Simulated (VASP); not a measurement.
Ni: vibrations by perturbation theory with PBE

Crystal: Ni.

```
Ni
1.0
     2.44802    0.00000    0.00000
    -1.22401    2.12005    0.00000
     0.00000    0.00000    4.07281
Ni
2
Direct
  0.66667 0.33333 0.75000
  0.33333 0.66667 0.25000
```

| Quantity | Value |
| --- | --- |
| Program | VASP 6.6.1 |
| Task | vibrations by perturbation theory |
| Functional | PBE |
| Potentials or basis | VASP PAW PBE potentials, release 64 (Ni) |
| Cutoff | 520 eV |
| k mesh | 9 × 9 × 5 |
| Occupations | fermi-dirac, width 0.05 eV |
| Spin | collinear spin, ferromagnetic start |
| Starting moments | [1.0, 1.0] μB |
| Dipole correction | no |
| Further INCAR settings | ALGO = Fast; EDIFF = 1e-08; IBRION = 8; NSW = 1 |

| Item | Value |
| --- | --- |
| Net moment | 1.08 μB per cell |
| Site moments | Ni +0.55 μB |
| Valence electrons inside the program's atomic spheres | Ni 9.37 |
| Highest phonon frequency at Γ | 299 cm⁻¹ |

Phonon frequencies in cm⁻¹ (negative: imaginary):
| q point | frequencies |
| --- | --- |
| (0.000, 0.000, 0.000) | 0 0 0 130 130 299 |

It took 2.5 min on 1 thread of Intel(R) Xeon(R) Platinum 8559C (Emerald Rapids), on a shared host, peak memory 0.25 GiB.

Caveat: the cell wasn't relaxed at this level first, which shifts response properties.
